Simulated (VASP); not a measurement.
# Co (Fd-3m) in VASP: further runs, part 2 of 2

VASP 6.6.1. Earlier steps stand in the parts before.

### 5 Single point, RPBE, collinear spin, ferromagnetic start (16.29 Å³/atom)

This run uses another cell than the first one, of 16.29 Å³/atom.

INCAR

```
ALGO = Normal
EDIFF = 1E-7
ENCUT = 520
GGA = RP
ISIF = 2
ISMEAR = -1
ISPIN = 2
LASPH = T
LCHARG = T
LELF = T
LMAXMIX = 4
LORBIT = 11
LREAL = F
LVHAR = T
LWAVE = F
MAGMOM = 1.79 1.79
NBANDS = 20
NELM = 150
PREC = Accurate
SIGMA = 0.05
```

KPOINTS

```
k-points
0
Gamma
  12 12 12
```

POSCAR

```
Co
1.0
    0.0000000000      2.5347996921      2.5347996921
    2.5347996921      0.0000000000      2.5347996921
    2.5347996921      2.5347996921      0.0000000000
Co
2
Direct
    0.1250000000      0.1250000000      0.1250000000
    0.8750000000      0.8750000000      0.8750000000
```

Potentials or basis: VASP PAW PBE potentials, release 64 (Co).

Run with:

```console
> cat potpaw_PBE.64/Co/POTCAR > POTCAR
> mpirun -np 1 vasp_std > vasp.out
```

OUTCAR:

```text
EDIFF = 1E-7
   ENCUT = 520
   GGA = RP
   ISIF = 2
   ISMEAR = -1
   ISPIN = 2
   LASPH = T
   LORBIT = 11
   LREAL = F
   NELM = 150
   PREC = Accurate

 ion  position               nearest neighbor table
   1  0.125  0.125  0.125-   2 2.20   2 2.20   2 2.20   2 2.20
   2  0.875  0.875  0.875-   1 2.20   1 2.20   1 2.20   1 2.20

  LATTYP: Found a face centered cubic cell.
 ALAT       =     5.0695993842

  Lattice vectors:

 A1 = (   0.0000000000,   2.5347996921,   2.5347996921)
 A2 = (   2.5347996921,   0.0000000000,   2.5347996921)
 A3 = (   2.5347996921,   2.5347996921,   0.0000000000)
[... 1319 lines left out ...]

 VOLUME and BASIS-vectors are now :
 -----------------------------------------------------------------------------
  energy-cutoff  :      520.00
  volume of cell :       32.57
      direct lattice vectors                 reciprocal lattice vectors
     0.000000000  2.534799692  2.534799692    -0.197254245  0.197254245  0.197254245
     2.534799692  0.000000000  2.534799692     0.197254245 -0.197254245  0.197254245
     2.534799692  2.534799692  0.000000000     0.197254245  0.197254245 -0.197254245

 POSITION                                       TOTAL-FORCE (eV/Angst)
 -----------------------------------------------------------------------------------
      0.63370      0.63370      0.63370         0.000000      0.000000      0.000000
      4.43590      4.43590      4.43590        -0.000000     -0.000000     -0.000000
 -----------------------------------------------------------------------------------
    total drift:                                0.000000      0.000000     -0.000000

  FREE ENERGIE OF THE ION-ELECTRON SYSTEM (eV)
  ---------------------------------------------------
  free  energy   TOTEN  =       -10.5937853817 eV

  energy  without entropy=      -10.5780306120  energy(sigma->0) =      -10.58590800

 total charge

# of ion       s       p       d       tot
------------------------------------------
    1        0.535   0.350   7.316   8.200
    2        0.535   0.350   7.316   8.200
--------------------------------------------------
tot          1.069   0.700  14.632  16.401

 magnetization (x)

# of ion       s       p       d       tot
------------------------------------------
    1       -0.031  -0.016   1.771   1.724
    2       -0.031  -0.016   1.771   1.724
--------------------------------------------------
tot         -0.062  -0.032   3.542   3.448
```

OSZICAR:

```text
N       E                     dE             d eps       ncg     rms          rms(c)
DAV:   1     0.922167248250E+02    0.92217E+02   -0.77480E+03  5824   0.106E+03
DAV:   2    -0.702116126229E+01   -0.99238E+02   -0.88947E+02  5792   0.205E+02
DAV:   3    -0.115230899474E+02   -0.45019E+01   -0.43132E+01  6508   0.552E+01
DAV:   4    -0.115902686965E+02   -0.67179E-01   -0.67129E-01  6948   0.611E+00
DAV:   5    -0.115923782779E+02   -0.21096E-02   -0.21095E-02  6840   0.103E+00    0.107E+01
DAV:   6    -0.111937024989E+02    0.39868E+00   -0.83256E+00  6788   0.479E+01    0.897E+00
DAV:   7    -0.105560390764E+02    0.63766E+00   -0.20617E+00  6948   0.223E+01    0.351E+00
DAV:   8    -0.105960361780E+02   -0.39997E-01   -0.50399E-02  7784   0.195E+00    0.203E+00
DAV:   9    -0.105791451526E+02    0.16891E-01   -0.25292E-02  7152   0.196E+00    0.143E+00
DAV:  10    -0.105843628669E+02   -0.52177E-02   -0.17434E-03  6396   0.462E-01    0.115E+00
DAV:  11    -0.105935860370E+02   -0.92232E-02   -0.47041E-03  7668   0.101E+00    0.772E-02
DAV:  12    -0.105937703855E+02   -0.18435E-03   -0.58641E-04  6036   0.175E-01    0.262E-02
DAV:  13    -0.105937813324E+02   -0.10947E-04   -0.40177E-05  6464   0.467E-02    0.280E-02
DAV:  14    -0.105937861282E+02   -0.47958E-05   -0.59757E-06  6560   0.233E-02    0.134E-02
DAV:  15    -0.105937843315E+02    0.17967E-05   -0.30295E-06  7540   0.211E-02    0.971E-03
DAV:  16    -0.105937852892E+02   -0.95768E-06   -0.40986E-07  6840   0.931E-03    0.506E-04
DAV:  17    -0.105937853817E+02   -0.92505E-07   -0.15635E-08  3148   0.106E-03
   1 F= -.10593785E+02 E0= -.10585908E+02  d E =-.157548E-01  mag=     3.4523
```

Wall time 3 min (1 thread of Intel Xeon 8259CL, shared host); peak memory 0.22 GiB.

What came out:

| Property | Result |
| --- | --- |
| Free energy | -10.5938 eV |
| Pressure | 3.4 GPa |
| Net moment | 3.45 μB per cell |
| Site moments | Co +1.72 μB |
| Valence electrons inside the program's atomic spheres | Co 8.20 |

Caveat: the cell stands under pressure; the PAW data sets were made with another functional, which shifts forces and pressure a little.

### 6 Single point, RPBE, collinear spin, ferromagnetic start (16.97 Å³/atom)

INCAR

```
SYSTEM = Co
ALGO = Normal ; EDIFF = 1E-6
ENCUT = 520 ; GGA = RP
ISIF = 2 ; ISMEAR = -1
ISPIN = 2 ; LASPH = .True.
LCHARG = .True. ; LELF = .True.
LMAXMIX = 4 ; LORBIT = 11
LREAL = .False. ; LVHAR = .True.
LWAVE = .False. ; MAGMOM = 1.79 1.79
NBANDS = 20 ; NELM = 150
PREC = Accurate ; SIGMA = 0.05
```

KPOINTS

```
k-points
0
Gamma
  12 12 12
  0 0 0
```

POSCAR

```
Co
1.0
    0.0000000000      2.5695272909      2.5695272909
    2.5695272909      0.0000000000      2.5695272909
    2.5695272909      2.5695272909      0.0000000000
Co
2
Direct
    0.1250000000      0.1250000000      0.1250000000
    0.8750000000      0.8750000000      0.8750000000
```

Potentials or basis: VASP PAW PBE potentials, release 64 (Co).

Run with:

```console
> cat potpaw_PBE.64/Co/POTCAR > POTCAR
> mpirun -np 1 vasp_std > vasp.out
```

It took 2.7 min on 1 thread of Intel Xeon 8259CL, shared host; peak memory 0.22 GiB.

It converged, with:

```yaml
Free_energy: -10.6050 eV
Pressure: -0.6 GPa
Net_moment: 3.48 μB per cell
Site_moments: Co +1.75 μB
Valence_electrons_inside_the_program's_atomic_spheres: Co 8.14
```

Levels at points of the mesh, in eV from the Fermi level:
Spin up:
```
           k point  band 7  band 8  band 9  band 10  band 11  band 12  band 13  band 14  band 15  band 16
(0.00, 0.00, 0.00)   -1.65   -1.65   -1.65    -0.79    -0.79    11.83    11.83    11.83    12.26    12.26
(0.50, 0.00, 0.00)   -1.43   -1.43   -1.28    -0.82    -0.82     0.56     8.64     8.64    11.98    12.51
(0.50, 0.50, 0.00)   -2.02   -2.02   -0.67    -0.67     1.11     1.11     4.54     4.54     9.34     9.34
```
Spin down:
```csv
k point,band 3,band 4,band 5,band 6,band 7,band 8,band 9,band 10,band 11,band 12
"(0.00, 0.00, 0.00)",-1.64,-1.64,-1.58,-1.58,0.03,0.03,0.03,1.38,1.38,12.22
"(0.50, 0.00, 0.00)",-1.58,-1.58,-1.51,-1.51,-1.13,0.55,0.55,1.10,1.10,2.06
"(0.50, 0.50, 0.00)",-1.51,-1.51,-1.38,-1.38,-0.05,-0.05,1.23,1.23,2.36,2.36
```

Caveat: the PAW data sets were made with another functional, which shifts forces and pressure a little.

### 7 Summary

| cell | k mesh | gap on the mesh (eV) | pressure (GPa) | moment (μB) |
| --- | --- | --- | --- | --- |
| a = 3.634 Å, angles 60.0°, 2 atoms | 11 × 11 × 11 | none | -0.5 | 3.49 |
| a = 3.482 Å, angles 60.0°, 2 atoms | 12 × 12 × 12 | none | 5.6 | 1.66 |
| a = 3.534 Å, angles 60.0°, 2 atoms | 12 × 12 × 12 | none | 8.3 | 3.43 |
| a = 3.585 Å, angles 60.0°, 2 atoms | 12 × 12 × 12 | none | 3.4 | 3.45 |
| a = 3.634 Å, angles 60.0°, 2 atoms | 12 × 12 × 12 | none | -0.6 | 3.48 |

Alike in all rows: task single point; level RPBE; potentials or basis VASP PAW PBE potentials, release 64 (Co); spin collinear, ferromagnetic start; cutoff (eV) 520; smearing fermi-dirac 0.05 eV.

Caveats: the PAW data sets were made with another functional, which shifts forces and pressure a little; the cell stands under pressure (at least some runs).

Total energies depend on the potentials used, so only differences within one code and one set of settings carry meaning.
